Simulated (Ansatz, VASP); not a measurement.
# Ag in VASP and in Ansatz

INCAR

```
SYSTEM = Ag
PREC     = Accurate       ! precision mode
ENCUT    = 520            ! plane-wave cutoff, eV
EDIFF    = 1E-6           ! SCF threshold, eV
ISMEAR   = -1             ! smearing method
SIGMA    = 0.08           ! smearing width, eV
LREAL    = .False.        ! projectors in reciprocal space
LASPH    = .True.         ! aspherical terms in the spheres
NELM     = 60             ! most SCF steps
ALGO     = Normal         ! electronic algorithm
ISIF     = 2              ! what is computed and relaxed
LWAVE    = .False.        ! write WAVECAR
LCHARG   = .False.        ! write CHGCAR
GGA      = PE             ! functional
NBANDS   = 30             ! bands
```

The input KPOINTS:

```
regular mesh
0
Gamma
  14 14 4
  0 0 0
```

File POSCAR:

```
Ag
1.0
    2.8284749304      0.0000000000      0.0000000000
   -1.4142374652      2.4495311438      0.0000000000
    0.0000000000      0.0000000000     10.0000000000
Ag
4
Direct
    0.3333333333      0.6666666667      0.2500000000
    0.6666666667      0.3333333333      0.7500000000
    0.0000000000      0.0000000000      0.0000000000
    0.0000000000      0.0000000000      0.5000000000
```

Input for Ansatz:

```yaml
crystal:
  lattice:
    - [2.8284749304, 0.0, 0.0]
    - [-1.4142374652, 2.4495311438, 0.0]
    - [0.0, 0.0, 10.0]
  atoms:
    - { symbol: Ag, position: [0.3333333333, 0.6666666667, 0.25] }
    - { symbol: Ag, position: [0.6666666667, 0.3333333333, 0.75] }
    - { symbol: Ag, position: [0.0, 0.0, 0.0] }
    - { symbol: Ag, position: [0.0, 0.0, 0.5] }
kpoints:
  mp_grid: { grid: [14, 14, 4] }
  band_path:
    path:
      - [0.0, 0.0, 0.0]
      - [0.5, 0.0, 0.0]
      - [0.3333333333, 0.3333333333, 0.0]
      - [0.0, 0.0, 0.0]
      - [0.0, 0.0, 0.5]
      - [0.5, 0.0, 0.5]
      - [0.3333333333, 0.3333333333, 0.5]
      - [0.0, 0.0, 0.5]
      - [0.5, 0.0, 0.5]
    npoints: 5
scf:
  occupations: { method: fermi_dirac, width: 0.08 }
hamiltonian:
  xc: pbe
  pseudopotentials: { kind: all_electron, lapw: { basis_error: 0.0005 } }
output:
  forces: true
  stress: true
  eigenvalues: true
```

Change from the starting cell: equal xx and yy strain of -2 %.

Alike in both runs: task single point; functional PBE; k mesh 14 × 14 × 4; occupations fermi-dirac, width 0.08 eV; no spin polarisation.

|  | VASP | Ansatz |
| --- | --- | --- |
| version | VASP 6.6.1 | Ansatz 0.2.0 |
| potentials or method | VASP PAW PBE potentials, release 64 (Ag), cutoff 520 eV | all-electron LAPW, scalar-relativistic |

```csv
,VASP,Ansatz,Ansatz less VASP
pressure (GPa),3.8,4.0,+0.13
"traceless stress, the component that is largest in VASP (GPa)",-5.51,-5.53,-0.025
```

Ansatz ran all-electron here, and VASP with PAW potentials.
